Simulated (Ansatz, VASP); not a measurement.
Two plane-wave programs on Mg9O8

```xyz
17
Lattice="0.0000 4.0150 4.0150 4.0150 0.0000 4.0150 4.0150 4.0150 0.0000" Properties=species:S:1:pos:R:3 pbc="T T T"
Mg    0.1781   -0.1688    0.1732
Mg    2.0162    2.0070   -0.0017
Mg    1.8399   -0.1703    1.8354
Mg    4.1934    2.1830    1.8364
Mg    0.0011    2.0062    2.0130
Mg    2.0162    4.0213    2.0126
Mg    1.8408    2.1834    4.1890
Mg    4.0168    4.0215    4.0130
Mg    7.0303    9.0366    7.0262
O     1.9783    2.0429    1.9767
O     3.9433    4.0948    2.0859
O     4.0512    2.0421    4.0486
O     5.9952    3.9860    4.0492
O     2.0910    4.0959    3.9390
O     3.9437    5.9488    3.9395
O     4.0519    3.9846    5.9917
O     6.1053    5.9481    6.1015
```

Alike in both runs: functional PBE; k mesh 3 × 3 × 3; occupations gaussian, width 0.02 eV; no spin polarisation.

Ansatz relaxed the structure, and its values are those at the end. VASP's run is a single point on that final structure, the one shown.

|  | VASP | Ansatz |
| --- | --- | --- |
| version | VASP 6.6.1 | Ansatz 0.2.0 |
| potentials or method | VASP PAW PBE potentials, release 64 (Mg_sv, O), cutoff 750 eV | scalar-relativistic, plane waves, PAW |
| valence electrons in the cell | 138 | 138 |

```csv
,VASP,Ansatz,Ansatz less VASP
rms of the force components (eV/Å),0.015,0.005,-0.0101
```

The k mesh is coarse, so the values compare programs but aren't converged.
